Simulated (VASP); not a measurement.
# Mn (I4_1/amd) in VASP: single point with PBEsol

Aim: the single point of Mn with PBEsol.

Program: VASP 6.6.1. These are calculated values, not measurements. Logs are shortened: lines on timing, memory, paths and dates and some standing lists are left out, and cuts for length are marked.

### Step 1. The cell of the first run

It takes space group I4_1/amd (No. 141, tetragonal). Conventional cell: a = 4.400 Å, b = 4.400 Å, c = 2.466 Å, α = 90.00°, β = 90.00°, γ = 90.00°. Mn (site symmetry -4m2) has 10 Mn at 2.28 to 2.87 Å within 3.0 Å.

### Step 2. Single point, PBEsol, collinear spin, ferromagnetic start

INCAR

```
PREC = Accurate ; ENCUT = 500
EDIFF = 1E-6 ; ISMEAR = 0
SIGMA = 0.1 ; LREAL = False
LASPH = True ; NELM = 200
ALGO = Normal ; ISIF = 2
LWAVE = False ; LCHARG = False
ISPIN = 2 ; MAGMOM = 4 4
LORBIT = 11 ; LMAXMIX = 4
GGA = PS ; NBANDS = 24
GGA_COMPAT = False
```

KPOINTS

```
regular mesh
0
Gamma
  8 8 8
```

POSCAR

```
Mn
1.0
   -2.2001468975      2.2001468975      1.2332440300
    2.2001468975     -2.2001468975      1.2332440300
    2.2001468975      2.2001468975     -1.2332440300
Mn
2
Direct
    0.7500000000      0.2500000000      0.5000000000
    0.0000000000      0.0000000000      0.0000000000
```

Potentials or basis: VASP PAW PBE potentials, release 64 (Mn_pv).

The run is started by

```console
$ cat potpaw_PBE.64/Mn_pv/POTCAR > POTCAR
$ mpirun -np 1 vasp_std > vasp.out
```

OUTCAR:

```text
PREC = Accurate
   ENCUT = 500
   EDIFF = 1E-6
   ISMEAR = 0
   LREAL = False
   LASPH = True
   NELM = 200
   ISIF = 2
   ISPIN = 2
   LORBIT = 11
   GGA = PS

 ion  position               nearest neighbor table
   1  0.750  0.250  0.500-   2 2.28   2 2.28   2 2.28   2 2.28   2 2.87   2 2.87   2 2.87   2 2.87

   2  0.000  0.000  0.000-   1 2.28   1 2.28   1 2.28   1 2.28   1 2.87   1 2.87   1 2.87   1 2.87

  LATTYP: Found a body centered tetragonal cell.
 ALAT       =     4.4002937950
 C/A-ratio  =     0.5605280408

  Lattice vectors:

 A1 = (  -2.2001468975,   2.2001468975,   1.2332440300)
 A2 = (   2.2001468975,  -2.2001468975,   1.2332440300)
 A3 = (   2.2001468975,   2.2001468975,  -1.2332440300)

Analysis of symmetry for initial positions (statically):
=====================================================================
 Subroutine PRICEL returns:
 Original cell was already a primitive cell.

 Routine SETGRP: Setting up the symmetry group for a
 body centered tetragonal supercell.

 Subroutine GETGRP returns: Found 16 space group operations
 (whereof  8 operations were pure point group operations)
 out of a pool of 16 trial point group operations.

The static configuration has the point symmetry D_2d.
 The point group associated with its full space group is D_4h.

Analysis of symmetry for dynamics (positions and initial velocities):
=====================================================================
 Subroutine PRICEL returns:
 Original cell was already a primitive cell.

 Routine SETGRP: Setting up the symmetry group for a
 body centered tetragonal supercell.

 Subroutine GETGRP returns: Found 16 space group operations
 (whereof  8 operations were pure point group operations)
 out of a pool of 16 trial point group operations.

The dynamic configuration has the point symmetry D_2d.
 The point group associated with its full space group is D_4h.

Analysis of structural, dynamic, and magnetic symmetry:
=====================================================================
 Subroutine PRICEL returns:
 Original cell was already a primitive cell.

 Routine SETGRP: Setting up the symmetry group for a
 body centered tetragonal supercell.

 Subroutine GETGRP returns: Found 16 space group operations
 (whereof  8 operations were pure point group operations)
 out of a pool of 16 trial point group operations.

The overall configuration has the point symmetry D_2d.
 The point group associated with its full space group is D_4h.

 Subroutine INISYM returns: Found 16 space group operations
 (whereof  8 operations are pure point group operations),
 and found     1 'primitive' translations

[... 115 lines left out ...]
  volume/ion in A,a.u.               =      11.94        80.57
  Fermi-wavevector in a.u.,A,eV,Ry     =   1.684206  3.182687 38.593594  2.836549
  Thomas-Fermi vector in A             =   2.767270
   LORBIT       =     11    0 simple, 1 ext, 2 COOP (PROOUT), +10 PAW based schemes
   GGA     = PS    functional components
   LHFCALC =     F    Hartree Fock is set to
   AEXX    =    0.0000 exact exchange contribution
   IVDW    =     0    specifies the selected vdW correction
   LEPSILON=     F    determine dielectric tensor
   LRPA    =     F    only Hartree local field effects (RPA)
 spin polarized calculation
 Gauss-broadening in eV      SIGMA  =   0.10
  energy-cutoff  :      500.00
  volume of cell :       23.88
 maximum number of plane-waves:       624
   NGX = 13   NGY = 13   NGZ = 13

 number of electron      25.9999972 magnetization       2.0836189

 Free energy of the ion-electron system (eV)
  ---------------------------------------------------
  ext. energy  EPLUGINS =         0.00000000
  ---------------------------------------------------
  free energy    TOTEN  =       -18.03791250 eV

  energy without entropy =      -18.02231354  energy(sigma->0) =      -18.03011302

 E-fermi :   9.1770     XC(G=0): -13.4687

 val. band max:        9.1762255809   @ k =  -0.2500   0.2500   0.0000
 cond. band min:       9.1773428224   @ k =  -0.1250   0.2500   0.1250
 fundamental gap:      0.0011172415
 Fermi energy:         9.1769739639

 spin component 1

 k-point     1 :       0.0000    0.0000    0.0000
  band No.  band energies     occupation
      1     -39.5067      1.00000
      2     -39.5067      1.00000
      3     -38.9296      1.00000
      4     -38.9171      1.00000
      5     -38.8095      1.00000
      6     -38.8095      1.00000
[... 637 lines left out ...]
     23      26.6767      0.00000
     24      29.4527      0.00000

 [... further k-points ...]

 spin component 2

 k-point     1 :       0.0000    0.0000    0.0000
  band No.  band energies     occupation
      1     -38.4499      1.00000
      2     -38.4499      1.00000
      3     -37.7579      1.00000
      4     -37.7455      1.00000
      5     -37.7318      1.00000
      6     -37.7318      1.00000
[... 637 lines left out ...]
     23      27.0609      0.00000
     24      29.8062      0.00000

 [... further k-points ...]
[... 5 lines left out ...]
  --------------------------------------------------------------------------------------
  -------------------------------------------------------------------------------------
  Total       -1.7969683     -1.7969683     -1.1130453      0.0000000      0.0000000      0.0000000
  in kB     -120.5698212   -120.5698212    -74.6811587      0.0000000      0.0000000      0.0000000
  external PRESSURE =    -105.2736004 kB  Pullay stress =       0.0000000 kB

 VOLUME and BASIS-vectors are now :
 -----------------------------------------------------------------------------
  energy-cutoff  :      500.00
  volume of cell :       23.88
      direct lattice vectors                 reciprocal lattice vectors
    -2.200146897  2.200146897  1.233244030     0.000000000  0.227257553  0.405434762
     2.200146897 -2.200146897  1.233244030     0.227257553  0.000000000  0.405434762
     2.200146897  2.200146897 -1.233244030     0.227257553  0.227257553  0.000000000

 POSITION                                       TOTAL-FORCE (eV/Angst)
 -----------------------------------------------------------------------------------
      0.00000      2.20015      0.61662        -0.000000      0.000000     -0.000000
      0.00000      0.00000      0.00000         0.000000     -0.000000      0.000000
 -----------------------------------------------------------------------------------
    total drift:                                0.000000      0.000000     -0.000000

  FREE ENERGIE OF THE ION-ELECTRON SYSTEM (eV)
  ---------------------------------------------------
  free  energy   TOTEN  =       -18.0379125016 eV

  energy  without entropy=      -18.0223135356  energy(sigma->0) =      -18.03011302

 total charge

# of ion       s       p       d       tot
------------------------------------------
    1        0.410   6.328   5.197  11.935
    2        0.410   6.328   5.197  11.935
--------------------------------------------------
tot          0.821  12.656  10.394  23.871

 magnetization (x)

# of ion       s       p       d       tot
------------------------------------------
    1        0.006   0.007   1.016   1.029
    2        0.006   0.007   1.016   1.029
--------------------------------------------------
tot          0.012   0.013   2.032   2.057
```

OSZICAR:

```text
N       E                     dE             d eps       ncg     rms          rms(c)
DAV:   1     0.250749735999E+03    0.25075E+03   -0.14535E+04  5856   0.146E+03
DAV:   2    -0.818320450151E+01   -0.25893E+03   -0.24720E+03  5816   0.394E+02
DAV:   3    -0.181560775419E+02   -0.99729E+01   -0.99155E+01  6312   0.886E+01
DAV:   4    -0.182462857511E+02   -0.90208E-01   -0.90201E-01  6368   0.827E+00
DAV:   5    -0.182478379573E+02   -0.15522E-02   -0.15522E-02  6544   0.110E+00    0.229E+01
DAV:   6    -0.178378899272E+02    0.40995E+00   -0.61338E+00  5960   0.323E+01    0.532E+00
DAV:   7    -0.180089346918E+02   -0.17104E+00   -0.31094E-01  5984   0.527E+00    0.387E+00
DAV:   8    -0.180343252362E+02   -0.25391E-01   -0.12782E-02  6320   0.132E+00    0.138E+00
DAV:   9    -0.180370176000E+02   -0.26924E-02   -0.16461E-02  6400   0.117E+00    0.569E-01
DAV:  10    -0.180377491240E+02   -0.73152E-03   -0.31625E-03  5896   0.433E-01    0.267E-01
DAV:  11    -0.180378838630E+02   -0.13474E-03   -0.39574E-04  5840   0.170E-01    0.100E-01
DAV:  12    -0.180379079676E+02   -0.24105E-04   -0.67333E-05  6440   0.836E-02    0.325E-02
DAV:  13    -0.180379124701E+02   -0.45025E-05   -0.10647E-05  6024   0.259E-02    0.885E-03
DAV:  14    -0.180379125016E+02   -0.31510E-07   -0.10217E-06  3528   0.950E-03
   1 F= -.18037913E+02 E0= -.18030113E+02  d E =-.155990E-01  mag=     2.0843
```

stdout:

```text
POSCAR found type information on POSCAR Mn
 POSCAR found :  1 types and       2 ions
 scaLAPACK will be used
 -----------------------------------------------------------------------------
|                                                                             |
|                                                                             |
|     You enforced a specific xc type in the INCAR file but a different       |
|     I HOPE YOU KNOW WHAT YOU ARE DOING!                                     |
|                                                                             |
 -----------------------------------------------------------------------------

 LDA part: xc-table for (Slater+PW92), standard interpolation
 POSCAR, INCAR and KPOINTS ok, starting setup
 FFT: planning ... GRIDC
 FFT: planning ... GRID_SOFT
 FFT: planning ... GRID
 WAVECAR not read
 entering main loop
```

Wall time 57 s (1 thread of Intel Xeon 6975P-C, shared host); peak memory 0.17 GiB.

Results:

```
Free energy                                           : -18.0379 eV
Pressure                                              : -10.5 GPa
Net moment                                            : 2.08 μB per cell
Site moments                                          : Mn +1.03 μB
Valence electrons inside the program's atomic spheres : Mn 11.94
```

Caveat: the k points lie up to 0.37 Å⁻¹ apart; the PAW data sets were made with another functional, which shifts forces and pressure a little; the moment fell far below its start of 4 μB, so a state of higher moment may lie lower in energy.
